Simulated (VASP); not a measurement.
# SnO (Romarchite) (P4/nmm) in VASP: notebook, part 3 of 3

VASP 6.6.1. Earlier steps stand in the parts before.

### 4 Single point, PBEsol

INCAR reads:

```
SYSTEM = SnO
PREC     = Accurate       ! precision mode
ENCUT    = 520            ! plane-wave cutoff, eV
EDIFF    = 1E-6           ! SCF threshold, eV
ISMEAR   = -1             ! smearing method
SIGMA    = 0.05           ! smearing width, eV
LREAL    = .FALSE.        ! projectors in reciprocal space
LASPH    = .TRUE.         ! aspherical terms in the spheres
NELM     = 100            ! most SCF steps
ALGO     = Normal         ! electronic algorithm
ISIF     = 2              ! what is computed and relaxed
LWAVE    = .FALSE.        ! write WAVECAR
LCHARG   = .FALSE.        ! write CHGCAR
GGA      = PS             ! functional
NBANDS   = 28             ! bands
```

KPOINTS reads:

```
regular mesh
0
G
  6 6 4
  0 0 0
```

POSCAR reads:

```
SnO
1.0
    3.7986000000      0.0000000000      0.0000000000
    0.0000000000      3.7986000000      0.0000000000
    0.0000000000      0.0000000000      4.8408000000
Sn O
2 2
Direct
    0.5000000000      0.0000000000      0.2369000000
    0.0000000000      0.5000000000      0.7631000000
    0.0000000000      0.0000000000      0.0000000000
    0.5000000000      0.5000000000      0.0000000000
```

Potentials or basis: VASP PAW PBE potentials, release 64 (Sn_d, O).

On the command line:

```sh
cat potpaw_PBE.64/Sn_d/POTCAR potpaw_PBE.64/O/POTCAR > POTCAR
mpirun -np 1 vasp_std > vasp.out
```

OUTCAR:

```text
SYSTEM = SnO
   PREC = Accurate
   ENCUT = 520
   EDIFF = 1E-6
   ISMEAR = -1
   LREAL = .FALSE.
   LASPH = .TRUE.
   NELM = 100
   ISIF = 2
   GGA = PS

 ion  position               nearest neighbor table
   1  0.500  0.000  0.237-   3 2.22   4 2.22   4 2.22   3 2.22   2 3.53   2 3.53   2 3.53   2 3.53
                             2 3.70   2 3.70   2 3.70   2 3.70
   2  0.000  0.500  0.763-   3 2.22   4 2.22   3 2.22   4 2.22   1 3.53   1 3.53   1 3.53   1 3.53
                             1 3.70   1 3.70   1 3.70   1 3.70
   3  0.000  0.000  0.000-   1 2.22   2 2.22   2 2.22   1 2.22
   4  0.500  0.500  0.000-   1 2.22   2 2.22   1 2.22   2 2.22

  LATTYP: Found a simple tetragonal cell.
 ALAT       =     3.7986000000
 C/A-ratio  =     1.2743642395

  Lattice vectors:

 A1 = (   3.7986000000,   0.0000000000,   0.0000000000)
 A2 = (   0.0000000000,   3.7986000000,   0.0000000000)
 A3 = (   0.0000000000,   0.0000000000,   4.8408000000)

Analysis of symmetry for initial positions (statically):
=====================================================================
 Subroutine PRICEL returns:
 Original cell was already a primitive cell.

 Routine SETGRP: Setting up the symmetry group for a
 simple tetragonal supercell.

 Subroutine GETGRP returns: Found 16 space group operations
 (whereof  8 operations were pure point group operations)
 out of a pool of 16 trial point group operations.

The static configuration has the point symmetry D_2d.
 The point group associated with its full space group is D_4h.

Analysis of symmetry for dynamics (positions and initial velocities):
=====================================================================
 Subroutine PRICEL returns:
 Original cell was already a primitive cell.

 Routine SETGRP: Setting up the symmetry group for a
 simple tetragonal supercell.

 Subroutine GETGRP returns: Found 16 space group operations
 (whereof  8 operations were pure point group operations)
 out of a pool of 16 trial point group operations.

The dynamic configuration has the point symmetry D_2d.
[... 117 lines left out ...]
   EMIN   =  10.00;   EMAX   =-10.00  energy-range for DOS
   EFERMI =   0.00;   METHOD = LEGACY
   ISMEAR =    -1;   SIGMA  =   0.05  broadening in eV -4-tet -1-fermi 0-gaus
   EFERMI_NEDOS =   21; number of points for ismear=-14 and -15
   IALGO  =     38    algorithm
   IMIX   =      4    mixing-type and parameters
     AMIX     =   0.40;   BMIX     =  1.00
     AMIX_MAG =   1.60;   BMIX_MAG =  1.00
  volume/ion in A,a.u.               =      17.46       117.84
  Fermi-wavevector in a.u.,A,eV,Ry     =   1.359482  2.569048 25.146163  1.848191
  Thomas-Fermi vector in A             =   2.486226
   LORBIT       =      0    0 simple, 1 ext, 2 COOP (PROOUT), +10 PAW based schemes
   GGA     = PS    functional components
   LHFCALC =     F    Hartree Fock is set to
   AEXX    =    0.0000 exact exchange contribution
   IVDW    =     0    specifies the selected vdW correction
   LEPSILON=     F    determine dielectric tensor
   LRPA    =     F    only Hartree local field effects (RPA)
 non-spin polarized calculation
  energy-cutoff  :      520.00
  volume of cell :       69.85
 maximum number of plane-waves:      1902
   NGX = 15   NGY = 15   NGZ = 19

 number of electron      39.9999994 magnetization

 Free energy of the ion-electron system (eV)
  ---------------------------------------------------
  ext. energy  EPLUGINS =         0.00000000
  ---------------------------------------------------
  free energy    TOTEN  =       -24.20869480 eV

  energy without entropy =      -24.20607441  energy(sigma->0) =      -24.20738460

 E-fermi :   7.0978     XC(G=0): -10.4972

 val. band max:        7.0590260800   @ k =   0.0000   0.0000   0.0000
 cond. band min:       7.1132847264   @ k =   0.5000   0.5000   0.0000
 fundamental gap:      0.0542586464
 Fermi energy:         7.0978307575

 k-point     1 :       0.0000    0.0000    0.0000
  band No.  band energies     occupation
      1     -14.8830      2.00000
      2     -14.4195      2.00000
      3     -14.4195      2.00000
      4     -14.4141      2.00000
      5     -14.3658      2.00000
      6     -14.3632      2.00000
[... 733 lines left out ...]
     27      15.9309      0.00000
     28      15.9309      0.00000

 [... further k-points ...]
[... 5 lines left out ...]
  --------------------------------------------------------------------------------------
  -------------------------------------------------------------------------------------
  Total        0.3590344      0.3590344      0.2522876      0.0000000      0.0000000      0.0000000
  in kB        8.2353551      8.2353551      5.7868508      0.0000000      0.0000000      0.0000000
  external PRESSURE =       7.4191870 kB  Pullay stress =       0.0000000 kB

 VOLUME and BASIS-vectors are now :
 -----------------------------------------------------------------------------
  energy-cutoff  :      520.00
  volume of cell :       69.85
      direct lattice vectors                 reciprocal lattice vectors
     3.798600000  0.000000000  0.000000000     0.263254883  0.000000000  0.000000000
     0.000000000  3.798600000  0.000000000     0.000000000  0.263254883  0.000000000
     0.000000000  0.000000000  4.840800000     0.000000000  0.000000000  0.206577425

 POSITION                                       TOTAL-FORCE (eV/Angst)
 -----------------------------------------------------------------------------------
      1.89930      0.00000      1.14679         0.000000      0.000000      0.315931
      0.00000      1.89930      3.69401        -0.000000      0.000000     -0.315931
      0.00000      0.00000      0.00000         0.000000     -0.000000      0.000000
      1.89930      1.89930      0.00000        -0.000000      0.000000      0.000000
 -----------------------------------------------------------------------------------
    total drift:                                0.000000      0.000000      0.000000

  FREE ENERGIE OF THE ION-ELECTRON SYSTEM (eV)
  ---------------------------------------------------
  free  energy   TOTEN  =       -24.2086947981 eV

  energy  without entropy=      -24.2060744070  energy(sigma->0) =      -24.20738460
```

OSZICAR:

```text
N       E                     dE             d eps       ncg     rms          rms(c)
DAV:   1     0.418839905090E+03    0.41884E+03   -0.19908E+04  1736   0.218E+03
DAV:   2     0.361551156861E+02   -0.38268E+03   -0.36743E+03  1756   0.542E+02
DAV:   3    -0.244812947729E+02   -0.60636E+02   -0.59548E+02  1928   0.181E+02
DAV:   4    -0.273760150052E+02   -0.28947E+01   -0.28796E+01  1944   0.423E+01
DAV:   5    -0.274452008470E+02   -0.69186E-01   -0.69178E-01  1868   0.704E+00    0.108E+01
DAV:   6    -0.242722703778E+02    0.31729E+01   -0.14307E+01  2716   0.429E+01    0.480E+00
DAV:   7    -0.242433441750E+02    0.28926E-01   -0.17591E+00  2012   0.803E+00    0.241E+00
DAV:   8    -0.242183865349E+02    0.24958E-01   -0.27637E-01  2072   0.343E+00    0.761E-01
DAV:   9    -0.242080451538E+02    0.10341E-01   -0.42617E-02  2620   0.227E+00    0.217E-01
DAV:  10    -0.242090022837E+02   -0.95713E-03   -0.64765E-03  2376   0.782E-01    0.132E-01
DAV:  11    -0.242086734431E+02    0.32884E-03   -0.15221E-03  2564   0.377E-01    0.200E-02
DAV:  12    -0.242087046372E+02   -0.31194E-04   -0.26199E-04  1748   0.901E-02    0.318E-02
DAV:  13    -0.242086948047E+02    0.98325E-05   -0.34130E-05  2236   0.466E-02    0.301E-03
DAV:  14    -0.242086947981E+02    0.66366E-08   -0.33909E-06  1888   0.116E-02
   1 F= -.24208695E+02 E0= -.24207385E+02  d E =-.262039E-02
```

Run time: 88 s. Hardware: 1 thread of Intel Xeon 8259CL, shared host; peak memory 0.2 GiB.

What came out:

```
Free energy            : -24.2087 eV
Pressure               : 0.7 GPa
Largest force          : 0.316 eV/Å
Band gap on the k mesh : 0.05 eV, indirect (least direct gap 1.92 eV)
```

Forces in eV/Å, atoms in the order of the input:
```
Sn   0.000  0.000  0.316
Sn   0.000  0.000 -0.316
O    0.000  0.000  0.000
O    0.000  0.000  0.000
```

Stress tensor (GPa, compression positive):
```
0.82 0.00 0.00
0.00 0.82 0.00
0.00 0.00 0.58
```

Caveat: the PAW data sets were made with another functional, which shifts forces and pressure a little; spin-orbit coupling is left out, which moves the levels of the heavy elements.

### 5 Overview

```tsv
level	gap on the mesh (eV)	pressure (GPa)	largest force (eV/Å)
RPBE	0.06	7.7	0.80
BLYP	0.27	9.8	0.78
PBEsol	0.05	0.7	0.32
```

Alike in all rows: task single point; potentials or basis VASP PAW PBE potentials, release 64 (Sn_d, O); no spin polarisation; cell as given; k mesh 6 × 6 × 4; cutoff (eV) 520; smearing fermi-dirac 0.05 eV.

On the cell as given the gap runs from 0.05 eV (PBEsol) to 0.27 eV (BLYP). The pressure there spans 0.7 GPa (PBEsol) to 9.8 GPa (BLYP); a positive pressure means that this level wants a larger cell, a negative one a smaller.

Caveats: the PAW data sets were made with another functional, which shifts forces and pressure a little; spin-orbit coupling is left out, which moves the levels of the heavy elements.

Total energies depend on the potentials used, so only differences within one code and one set of settings carry meaning.
